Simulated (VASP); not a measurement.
# GeSb2Te4 (R3m) in VASP: single point with PBEsol

Aim: the single point of GeSb2Te4 with PBEsol.

All numbers are computed with VASP 6.6.1; they aren't measurements. Logs are shortened: lines on timing, memory, paths and dates and some standing lists are left out, and cuts for length are marked.

### 1 The cell of the first run

The structure is trigonal, space group R3m (No. 160). Conventional cell: a = 4.233 Å, b = 4.233 Å, c = 40.523 Å, α = 90.00°, β = 90.00°, γ = 120.00°. Within 3.7 Å of Ge (site symmetry 3m) lie 6 Te at 2.82 to 3.17 Å. Sb (site symmetry 3m) has 6 Te at 2.98 to 3.17 Å within 3.9 Å. Within 4.0 Å of Sb (site symmetry 3m) lie 6 Te at 3.00 to 3.12 Å. Within 3.7 Å of Te (site symmetry 3m) lie 3 Ge at 2.82 Å and 3 Te at 3.61 Å. Te (site symmetry 3m) has 3 Sb at 2.98 Å and 3 Te at 3.61 Å within 3.9 Å. Te (site symmetry 3m) has 6 Sb at 3.12 to 3.17 Å and 12 Te at 4.23 to 4.46 Å within 4.5 Å. Within 4.0 Å of Te (site symmetry 3m) lie 3 Sb at 3.00 Å and 3 Ge at 3.17 Å.

### 2 Single point, PBEsol

File INCAR:

```
  PREC = Accurate
  ENCUT = 520
  EDIFF = 1E-6
  ISMEAR = -1
  SIGMA = 0.03
  LREAL = False
  LASPH = True
  NELM = 60
  ALGO = Normal
  ISIF = 2
  LWAVE = False
  LCHARG = False
  GGA = PS
  NBANDS = 33
```

File KPOINTS:

```
Automatic mesh
0
Gamma
  6 6 6
```

File POSCAR:

```
GeSb2Te4
1.0
    2.1163263445      1.2218615847     13.5075552236
   -2.1163263445      1.2218615847     13.5075552236
    0.0000000000     -2.4437231694     13.5075552236
Ge Sb Te
1 2 4
Direct
    0.5705812457      0.5705812457      0.5705812457
    0.4280237654      0.4280237654      0.4280237654
    0.9968241394      0.9968241394      0.9968241394
    0.8691394994      0.8691394994      0.8691394994
    0.1368414399      0.1368414399      0.1368414399
    0.7114474100      0.7114474100      0.7114474100
    0.2871415001      0.2871415001      0.2871415001
```

Potentials or basis: VASP PAW PBE potentials, release 64 (Ge_d, Sb, Te).

The run is started by

```console
$ cat potpaw_PBE.64/Ge_d/POTCAR potpaw_PBE.64/Sb/POTCAR potpaw_PBE.64/Te/POTCAR > POTCAR
$ mpirun -np 1 vasp_std > vasp.out
```

OUTCAR:

```text
PREC = Accurate
   ENCUT = 520
   EDIFF = 1E-6
   ISMEAR = -1
   LREAL = False
   LASPH = True
   NELM = 60
   ISIF = 2
   GGA = PS

 ion  position               nearest neighbor table
   1  0.571  0.571  0.571-   4 2.82   4 2.82   4 2.82   7 3.17   7 3.17   7 3.17
   2  0.428  0.428  0.428-   5 2.98   5 2.98   5 2.98   6 3.17   6 3.17   6 3.17
   3  0.997  0.997  0.997-   7 3.00   7 3.00   7 3.00   6 3.12   6 3.12   6 3.12
   4  0.869  0.869  0.869-   1 2.82   1 2.82   1 2.82   5 3.61   5 3.61   5 3.61
   5  0.137  0.137  0.137-   2 2.98   2 2.98   2 2.98   4 3.61   4 3.61   4 3.61
   6  0.711  0.711  0.711-   3 3.12   3 3.12   3 3.12   2 3.17   2 3.17   2 3.17
   7  0.287  0.287  0.287-   3 3.00   3 3.00   3 3.00   1 3.17   1 3.17   1 3.17

  LATTYP: Found a trigonal (rhomboedric) cell.
 ALAT       =    13.7268288780
 COS(alpha) =     0.9524604756

  Lattice vectors:

 A1 = (   2.1163263445,   1.2218615847,  13.5075552236)
 A2 = (  -2.1163263445,   1.2218615847,  13.5075552236)
 A3 = (   0.0000000000,  -2.4437231694,  13.5075552236)

Analysis of symmetry for initial positions (statically):
=====================================================================
 Subroutine PRICEL returns:
 Original cell was already a primitive cell.

 Routine SETGRP: Setting up the symmetry group for a
 trigonal (rhombohedral) supercell.

 Subroutine GETGRP returns: Found  6 space group operations
 (whereof  6 operations were pure point group operations)
 out of a pool of 12 trial point group operations.

The static configuration has the point symmetry C_3v.

Analysis of symmetry for dynamics (positions and initial velocities):
=====================================================================
 Subroutine PRICEL returns:
 Original cell was already a primitive cell.

 Routine SETGRP: Setting up the symmetry group for a
 trigonal (rhombohedral) supercell.

 Subroutine GETGRP returns: Found  6 space group operations
 (whereof  6 operations were pure point group operations)
 out of a pool of 12 trial point group operations.

The dynamic configuration has the point symmetry C_3v.

 Subroutine INISYM returns: Found  6 space group operations
 (whereof  6 operations are pure point group operations),
 and found     1 'primitive' translations

----------------------------------------------------------------------------------------

                                     Primitive cell

  volume of cell :     209.5717

  direct lattice vectors                    reciprocal lattice vectors
[... 102 lines left out ...]
   NFREE  =      0    steps in history (QN), initial steepest desc. (CG)
   ISIF   =      2    stress and relaxation
   ISYM   =      2    0-nonsym 1-usesym 2-fastsym
   POTIM  = 0.5000    time-step for ionic-motion
   TEBEG  =    0.0;   TEEND  =   0.0 temperature during run
   PSTRESS=    0.0 pullay stress
   NELECT =      48.0000    total number of electrons
   NUPDOWN=      -1.0000    fix difference up-down
   EMIN   =  10.00;   EMAX   =-10.00  energy-range for DOS
   EFERMI =   0.00;   METHOD = LEGACY
   ISMEAR =    -1;   SIGMA  =   0.03  broadening in eV -4-tet -1-fermi 0-gaus
   EFERMI_NEDOS =   21; number of points for ismear=-14 and -15
   IALGO  =     38    algorithm
   IMIX   =      4    mixing-type and parameters
     AMIX     =   0.40;   BMIX     =  1.00
     AMIX_MAG =   1.60;   BMIX_MAG =  1.00
  volume/ion in A,a.u.               =      29.94       202.04
  Fermi-wavevector in a.u.,A,eV,Ry     =   1.001639  1.892822 13.650450  1.003280
  Thomas-Fermi vector in A             =   2.134074
   LORBIT       =      0    0 simple, 1 ext, 2 COOP (PROOUT), +10 PAW based schemes
   GGA     = PS    functional components
   LHFCALC =     F    Hartree Fock is set to
   AEXX    =    0.0000 exact exchange contribution
   IVDW    =     0    specifies the selected vdW correction
   LEPSILON=     F    determine dielectric tensor
   LRPA    =     F    only Hartree local field effects (RPA)
 non-spin polarized calculation
  energy-cutoff  :      520.00
  volume of cell :      209.57
 maximum number of plane-waves:      5672
 NGX is ok and might be reduce to   108
   NGX = 51   NGY = 51   NGZ = 51

 number of electron      48.0000001 magnetization

 Free energy of the ion-electron system (eV)
  ---------------------------------------------------
  ext. energy  EPLUGINS =         0.00000000
  ---------------------------------------------------
  free energy    TOTEN  =       -28.90609006 eV

  energy without entropy =      -28.90562053  energy(sigma->0) =      -28.90585529

 E-fermi :   6.7413     XC(G=0):  -9.6744

 val. band max:        6.6157791852   @ k =   0.5000   0.3333   0.3333
 cond. band min:       6.8486427243   @ k =   0.5000   0.5000  -0.0000
 fundamental gap:      0.2328635391
 Fermi energy:         6.7412691677

 k-point     1 :       0.0000    0.0000    0.0000
  band No.  band energies     occupation
      1     -18.0490      2.00000
      2     -18.0490      2.00000
      3     -18.0375      2.00000
      4     -18.0375      2.00000
      5     -18.0346      2.00000
      6      -6.8711      2.00000
[... 853 lines left out ...]
     32      10.4378      0.00000
     33      10.7830      0.00000

 [... further k-points ...]

------------------------ aborting loop because EDIFF is reached ----------------------------------------

  FORCE on cell =-STRESS in cart. coord.  units (eV):
  Direction    XX          YY          ZZ          XY          YZ          ZX
  --------------------------------------------------------------------------------------
  -------------------------------------------------------------------------------------
  Total        0.1065363      0.1065363      0.1089743     -0.0000000     -0.0000000      0.0000000
  in kB        0.8144707      0.8144707      0.8331095     -0.0000000     -0.0000000      0.0000000
  external PRESSURE =       0.8206837 kB  Pullay stress =       0.0000000 kB

 VOLUME and BASIS-vectors are now :
 -----------------------------------------------------------------------------
  energy-cutoff  :      520.00
  volume of cell :      209.57
      direct lattice vectors                 reciprocal lattice vectors
     2.116326345  1.221861585 13.507555224     0.236258459  0.136403885  0.024677547
    -2.116326345  1.221861585 13.507555224    -0.236258459  0.136403885  0.024677547
     0.000000000 -2.443723169 13.507555224     0.000000000 -0.272807769  0.024677547

 POSITION                                       TOTAL-FORCE (eV/Angst)
 -----------------------------------------------------------------------------------
      0.00000      0.00000     23.12147         0.000000     -0.000000      0.013845
      0.00000      0.00000     17.34466         0.000000      0.000000     -0.037229
      0.00000      0.00000     40.39397         0.000000      0.000000      0.018763
      0.00000      0.00000     35.21985         0.000000      0.000000     -0.016695
      0.00000      0.00000      5.54518         0.000000     -0.000000      0.039141
      0.00000      0.00000     28.82975         0.000000      0.000000      0.006383
      0.00000      0.00000     11.63574         0.000000     -0.000000     -0.024208
 -----------------------------------------------------------------------------------
    total drift:                                0.000000      0.000000     -0.001091

  FREE ENERGIE OF THE ION-ELECTRON SYSTEM (eV)
  ---------------------------------------------------
  free  energy   TOTEN  =       -28.9060900559 eV

  energy  without entropy=      -28.9056205319  energy(sigma->0) =      -28.90585529
```

OSZICAR:

```text
N       E                     dE             d eps       ncg     rms          rms(c)
DAV:   1     0.353453789050E+03    0.35345E+03   -0.18538E+04  2571   0.169E+03
DAV:   2     0.220199145825E+02   -0.33143E+03   -0.31418E+03  2338   0.438E+02
DAV:   3    -0.263810955466E+02   -0.48401E+02   -0.46178E+02  2583   0.117E+02
DAV:   4    -0.290116261184E+02   -0.26305E+01   -0.26000E+01  2508   0.322E+01
DAV:   5    -0.291003432722E+02   -0.88717E-01   -0.88515E-01  2892   0.616E+00    0.114E+01
DAV:   6    -0.289200659558E+02    0.18028E+00   -0.18525E-01  2925   0.331E+00    0.767E+00
DAV:   7    -0.289315449168E+02   -0.11479E-01   -0.20881E-01  2522   0.305E+00    0.896E-01
DAV:   8    -0.289071160637E+02    0.24429E-01   -0.54864E-02  2512   0.179E+00    0.473E-01
DAV:   9    -0.289062272267E+02    0.88884E-03   -0.15592E-02  2436   0.572E-01    0.382E-01
DAV:  10    -0.289060841404E+02    0.14309E-03   -0.27700E-03  2585   0.211E-01    0.194E-01
DAV:  11    -0.289061040626E+02   -0.19922E-04   -0.36340E-04  2554   0.915E-02    0.879E-02
DAV:  12    -0.289060901541E+02    0.13908E-04   -0.55731E-05  2642   0.447E-02    0.181E-02
DAV:  13    -0.289060901223E+02    0.31799E-07   -0.16300E-05  2493   0.165E-02    0.167E-02
DAV:  14    -0.289060900559E+02    0.66393E-07   -0.22459E-06  1826   0.646E-03
   1 F= -.28906090E+02 E0= -.28905855E+02  d E =-.469524E-03
```

stdout:

```text
POSCAR found type information on POSCAR GeSbTe
 POSCAR found :  3 types and       7 ions
 scaLAPACK will be used
 -----------------------------------------------------------------------------
|                                                                             |
|                                                                             |
|     You enforced a specific xc type in the INCAR file but a different       |
|     I HOPE YOU KNOW WHAT YOU ARE DOING!                                     |
|                                                                             |
 -----------------------------------------------------------------------------

 LDA part: xc-table for (Slater+PW92), standard interpolation
 POSCAR, INCAR and KPOINTS ok, starting setup
 FFT: planning ... GRIDC
 FFT: planning ... GRID_SOFT
 FFT: planning ... GRID
 WAVECAR not read
 entering main loop
```

Wall time 58 min (1 thread of Intel Xeon Platinum 8488C (Sapphire Rapids), shared host); peak memory 2 GiB.

What came out:

```yaml
Free_energy: -28.9061 eV
Pressure: 0.1 GPa
Largest_force: 0.039 eV/Å
Band_gap_on_the_k_mesh: 0.23 eV (least direct gap 0.27 eV)
```

Forces on the atoms (eV/Å):
```
Ge   0.000  0.000  0.014
Sb   0.000  0.000 -0.037
Sb   0.000  0.000  0.019
Te   0.000  0.000 -0.017
Te   0.000  0.000  0.039
Te   0.000  0.000  0.006
Te   0.000  0.000 -0.024
```

Caveat: semilocal functionals underestimate gaps, and a narrow one can read as zero; the PAW data sets were made with another functional, which shifts forces and pressure a little; spin-orbit coupling is left out, which moves the levels of the heavy elements.
